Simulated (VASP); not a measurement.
# TcN2 (P1) in VASP: a series of runs

Runs on TcN2. Level: PBE. Tasks: single point.

Everything below comes from runs of VASP 6.6.1. Logs are shortened: lines on timing, memory, paths and dates and some standing lists are left out, and cuts for length are marked.

## (1) The cell of the first run

The typed cell holds 3 atoms: a = 3.505 Å, b = 3.428 Å, c = 3.441 Å, α = 61.55°, β = 60.35°, γ = 61.93°.

## (2) Single point, PBE

INCAR reads:

```
PREC = Accurate
ENCUT = 520
EDIFF = 1E-6
ISMEAR = -1
SIGMA = 0.15
LREAL = False
LASPH = True
NELM = 80
ALGO = Normal
ISIF = 2
LWAVE = False
LCHARG = False
GGA = PE
NBANDS = 18
```

KPOINTS reads:

```
regular mesh
0
Gamma
  5 6 6
```

POSCAR reads:

```
TcN2
1.0
   -0.0674500000      2.5089800000      2.4467600000
    2.4201900000     -0.0485600000      2.4278700000
    2.3975500000      2.4674600000     -0.0259200000
Tc N
1 2
Direct
    0.9973800000      0.9959100000      0.0210600000
    0.7513900000      0.7437600000      0.7659200000
    0.2530200000      0.2648900000      0.2470900000
```

Potentials or basis: VASP PAW PBE potentials, release 64 (Tc_pv, N).

Launch:

```console
> cat potpaw_PBE.64/Tc_pv/POTCAR potpaw_PBE.64/N/POTCAR > POTCAR
> mpirun -np 1 vasp_std > vasp.out
```

OUTCAR:

```text
PREC = Accurate
   ENCUT = 520
   EDIFF = 1E-6
   ISMEAR = -1
   LREAL = False
   LASPH = True
   NELM = 80
   ISIF = 2
   GGA = PE

 ion  position               nearest neighbor table
   1  0.997  0.996  0.021-   3 2.10   3 2.10   2 2.11   2 2.11   2 2.15   3 2.16   2 2.19   3 2.20

   2  0.751  0.744  0.766-   1 2.11   1 2.11   1 2.15   1 2.19
   3  0.253  0.265  0.247-   1 2.10   1 2.10   1 2.16   1 2.20

  LATTYP: Found a triclinic cell.
 ALAT       =     3.5145347593
 B/A-ratio  =     0.9755044561
 C/A-ratio  =     0.9935079149
 COS(alpha) =     0.0029705582
 COS(beta)  =     0.4813622884
 COS(gamma) =     0.5091092433

  Lattice vectors:

 A1 = (   0.0226400000,  -2.5160200000,   2.4537900000)
 A2 = (   2.4201900000,  -0.0485600000,   2.4278700000)
 A3 = (  -2.4650000000,   0.0415200000,   2.4726800000)

Analysis of symmetry for initial positions (statically):
=====================================================================
 Subroutine PRICEL returns:
 Original cell was already a primitive cell.

 Routine SETGRP: Setting up the symmetry group for a
 triclinic supercell.

 Subroutine GETGRP returns: Found  1 space group operations
 (whereof  1 operations were pure point group operations)
 out of a pool of  2 trial point group operations.

The static configuration has the point symmetry C_1 .

Analysis of symmetry for dynamics (positions and initial velocities):
=====================================================================
 Subroutine PRICEL returns:
 Original cell was already a primitive cell.

 Routine SETGRP: Setting up the symmetry group for a
 triclinic supercell.

 Subroutine GETGRP returns: Found  1 space group operations
 (whereof  1 operations were pure point group operations)
 out of a pool of  2 trial point group operations.

The dynamic configuration has the point symmetry C_1 .

 Subroutine INISYM returns: Found  1 space group operations
 (whereof  1 operations are pure point group operations),
 and found     1 'primitive' translations

----------------------------------------------------------------------------------------

                                     Primitive cell

  volume of cell :      30.0622

  direct lattice vectors                    reciprocal lattice vectors
    -0.067450000  2.508980000  2.446760000    -0.199233813  0.195716364  0.202518121
     2.420190000 -0.048560000  2.427870000     0.202989414 -0.195078024  0.205634593
     2.397550000  2.467460000 -0.025920000     0.206581188  0.202426207 -0.201878976

  length of vectors
     3.505162570  3.428444319  3.440534363     0.344982024  0.348634083  0.352714159

  position of ions in fractional coordinates (direct lattice)
     0.997380000  0.995910000  0.021060000
     0.751390000  0.743760000  0.765920000
     0.253020000  0.264890000  0.247090000

  ion indices of the primitive-cell ions
   primitive index   ion index
                 1           1
                 2           2
                 3           3

----------------------------------------------------------------------------------------

 KPOINTS: regular mesh

Automatic generation of k-mesh.
 Grid dimensions read from file:
 generate k-points for:    5    6    6

 Generating k-lattice:

  Cartesian coordinates                     Fractional coordinates (reciprocal lattice)
    -0.039846763  0.039143273  0.040503624     0.200000000 -0.000000000 -0.000000000
     0.033831569 -0.032513004  0.034272432     0.000000000  0.166666667 -0.000000000
     0.034430198  0.033737701 -0.033646496     0.000000000  0.000000000  0.166666667

  Length of vectors
     0.068996405  0.058105681  0.058785693

  Shift w.r.t. Gamma in fractional coordinates (k-lattice)
     0.000000000  0.000000000  0.000000000

 Subroutine IBZKPT returns following result:
 ===========================================

 Found     92 irreducible k-points:

 Following reciprocal coordinates:
            Coordinates               Weight
  0.000000  0.000000  0.000000      1.000000
  0.200000  0.000000  0.000000      2.000000
  0.400000 -0.000000  0.000000      2.000000
  0.000000  0.166667 -0.000000      2.000000
  0.200000  0.166667 -0.000000      2.000000
  0.400000  0.166667  0.000000      2.000000
[... 16 lines left out ...]
  0.200000  0.166667  0.166667      2.000000
  0.400000  0.166667  0.166667      2.000000
 [... further k-points ...]
   k-points           NKPTS =     92   k-points in BZ     NKDIM =     92   number of bands    NBANDS=     18
   number of dos      NEDOS =    301   number of ions     NIONS =      3
   total plane-waves  NPLWV =  21952
   dimension x,y,z NGX =    28 NGY =   28 NGZ =   28
   dimension x,y,z NGXF=    56 NGYF=   56 NGZF=   56
   ions per type =               1   2
   NGX,Y,Z   is equivalent  to a cutoff of  13.28, 13.58, 13.53 a.u.
   NGXF,Y,Z  is equivalent  to a cutoff of  26.56, 27.15, 27.06 a.u.
 SYSTEM =  unknown system
   PREC   = accura    normal or accurate (medium, high low for compatibility)
   ISTART =      0    job   : 0-new  1-cont  2-samecut
   ICHARG =      2    charge: 1-file 2-atom 10-const
   ISPIN  =      1    spin polarized calculation?
   LNONCOLLINEAR =      F non collinear calculations
   LSORBIT =      F    spin-orbit coupling
   LASPH  =      T    aspherical Exc in radial PAW
   ENCUT  =  520.0 eV  38.22 Ry    6.18 a.u.   6.52  6.37  6.40*2*pi/ulx,y,z
   NELM   =     80;   NELMIN=  2; NELMDL= -5     # of ELM steps
   EDIFF  = 0.1E-05   stopping-criterion for ELM
   LREAL  =      F    real-space projection
   EDIFFG = 0.1E-04   stopping-criterion for IOM
   NSW    =      0    number of steps for IOM
   IBRION =     -1    ionic relax: 0-MD 1-quasi-New 2-CG
   NFREE  =      0    steps in history (QN), initial steepest desc. (CG)
   ISIF   =      2    stress and relaxation
   ISYM   =      2    0-nonsym 1-usesym 2-fastsym
   POTIM  = 0.5000    time-step for ionic-motion
   TEBEG  =    0.0;   TEEND  =   0.0 temperature during run
   PSTRESS=    0.0 pullay stress
   NELECT =      23.0000    total number of electrons
   NUPDOWN=      -1.0000    fix difference up-down
   EMIN   =  10.00;   EMAX   =-10.00  energy-range for DOS
   EFERMI =   0.00;   METHOD = LEGACY
   ISMEAR =    -1;   SIGMA  =   0.15  broadening in eV -4-tet -1-fermi 0-gaus
   EFERMI_NEDOS =   21; number of points for ismear=-14 and -15
   IALGO  =     38    algorithm
   IMIX   =      4    mixing-type and parameters
     AMIX     =   0.40;   BMIX     =  1.00
     AMIX_MAG =   1.60;   BMIX_MAG =  1.00
  volume/ion in A,a.u.               =      10.02        67.62
  Fermi-wavevector in a.u.,A,eV,Ry     =   1.497305  2.829497 30.503216  2.241923
  Thomas-Fermi vector in A             =   2.609210
   LORBIT       =      0    0 simple, 1 ext, 2 COOP (PROOUT), +10 PAW based schemes
   GGA     = PE    functional components
   LHFCALC =     F    Hartree Fock is set to
   AEXX    =    0.0000 exact exchange contribution
   IVDW    =     0    specifies the selected vdW correction
   LEPSILON=     F    determine dielectric tensor
   LRPA    =     F    only Hartree local field effects (RPA)
 non-spin polarized calculation
  energy-cutoff  :      520.00
  volume of cell :       30.06
 maximum number of plane-waves:       824
 NGX is ok and might be reduce to    28
   NGX = 13   NGY = 13   NGZ = 13

 number of electron      23.0000000 magnetization

 Free energy of the ion-electron system (eV)
  ---------------------------------------------------
  ext. energy  EPLUGINS =         0.00000000
  ---------------------------------------------------
  free energy    TOTEN  =       -24.69859344 eV

  energy without entropy =      -24.50540489  energy(sigma->0) =      -24.60199917

 E-fermi :   8.4963     XC(G=0): -12.6258

 val. band max:        8.4956553352   @ k =   0.2000   0.3333   0.3333
 cond. band min:       8.5013640828   @ k =  -0.4000   0.5000   0.3333
 fundamental gap:      0.0057087476
 Fermi energy:         8.4962931021

 k-point     1 :       0.0000    0.0000    0.0000
  band No.  band energies     occupation
      1     -31.1481      2.00000
      2     -31.1064      2.00000
      3     -31.0899      2.00000
      4      -8.2531      2.00000
      5      -2.7249      2.00000
      6       1.6165      2.00000
[... 10 lines left out ...]
     17      17.3140      0.00000
     18      20.2989      0.00000

 k-point     2 :       0.2000    0.0000    0.0000
  band No.  band energies     occupation
      1     -31.1770      2.00000
      2     -31.1219      2.00000
      3     -31.1054      2.00000
      4      -7.7301      2.00000
      5      -3.7440      2.00000
      6       2.0169      2.00000
[... 10 lines left out ...]
     17      18.2549      0.00000
     18      20.9916      0.00000

 k-point     3 :       0.4000   -0.0000    0.0000
  band No.  band energies     occupation
      1     -31.2430      2.00000
      2     -31.1402      2.00000
      3     -31.1169      2.00000
      4      -6.6311      2.00000
      5      -4.9639      2.00000
      6       2.5458      2.00000
[... 10 lines left out ...]
     17      18.5847      0.00000
     18      22.3103      0.00000

 k-point     4 :       0.0000    0.1667   -0.0000
  band No.  band energies     occupation
      1     -31.1680      2.00000
      2     -31.1287      2.00000
      3     -31.0953      2.00000
      4      -7.8559      2.00000
      5      -3.5444      2.00000
      6       1.9979      2.00000
[... 375 lines left out ...]
      4      -7.7115      2.00000
      5      -3.7659      2.00000
      6       1.9967      2.00000
[... 10 lines left out ...]
     17      17.8446      0.00000
     18      20.7228      0.00000

 k-point    23 :       0.2000    0.1667    0.1667
  band No.  band energies     occupation
      1     -31.1757      2.00000
      2     -31.1296      2.00000
      3     -31.0992      2.00000
      4      -7.7802      2.00000
      5      -3.6490      2.00000
      6       1.9641      2.00000
[... 10 lines left out ...]
     17      18.3025      0.00000
     18      21.2167      0.00000

 k-point    24 :       0.4000    0.1667    0.1667
  band No.  band energies     occupation
      1     -31.2202      2.00000
      2     -31.1366      2.00000
      3     -31.1299      2.00000
      4      -6.9456      2.00000
      5      -4.5821      2.00000
      6       2.1733      2.00000
[... 10 lines left out ...]
     17      19.1518      0.00000
     18      21.7904      0.00000

 [... further k-points ...]
[... 5 lines left out ...]
  --------------------------------------------------------------------------------------
  -------------------------------------------------------------------------------------
  Total       -2.0942087     -2.5501227     -2.1815326      0.2482564      0.0044059      0.5588829
  in kB     -111.6115894   -135.9096871   -116.2655486     13.2309104      0.2348118     29.7858621
  external PRESSURE =    -121.2622750 kB  Pullay stress =       0.0000000 kB

 VOLUME and BASIS-vectors are now :
 -----------------------------------------------------------------------------
  energy-cutoff  :      520.00
  volume of cell :       30.06
      direct lattice vectors                 reciprocal lattice vectors
    -0.067450000  2.508980000  2.446760000    -0.199233813  0.195716364  0.202518121
     2.420190000 -0.048560000  2.427870000     0.202989414 -0.195078024  0.205634593
     2.397550000  2.467460000 -0.025920000     0.206581188  0.202426207 -0.201878976

 POSITION                                       TOTAL-FORCE (eV/Angst)
 -----------------------------------------------------------------------------------
      2.39351      2.50601      4.85774         0.191189      0.202568     -0.367487
      3.58569      3.73898      3.62437        -0.117138     -0.517056      0.206806
      1.21643      1.23164      1.25579        -0.074051      0.314488      0.160681
 -----------------------------------------------------------------------------------
    total drift:                                0.000033      0.000057      0.000004

  FREE ENERGIE OF THE ION-ELECTRON SYSTEM (eV)
  ---------------------------------------------------
  free  energy   TOTEN  =       -24.6985934398 eV

  energy  without entropy=      -24.5054048927  energy(sigma->0) =      -24.60199917
```

It took 86 s on 1 thread of AMD EPYC 7R13 (Zen 3), shared host; peak memory 0.16 GiB.

Results:

```
Free energy   : -24.6986 eV
Pressure      : -12.1 GPa
Largest force : 0.569 eV/Å
```

Forces in eV/Å, atoms in the order of the input:
```
Tc   0.191  0.203 -0.367
N   -0.117 -0.517  0.207
N   -0.074  0.314  0.161
```

Caveat: the k points lie up to 0.43 Å⁻¹ apart.

[end of part 1 of 2]
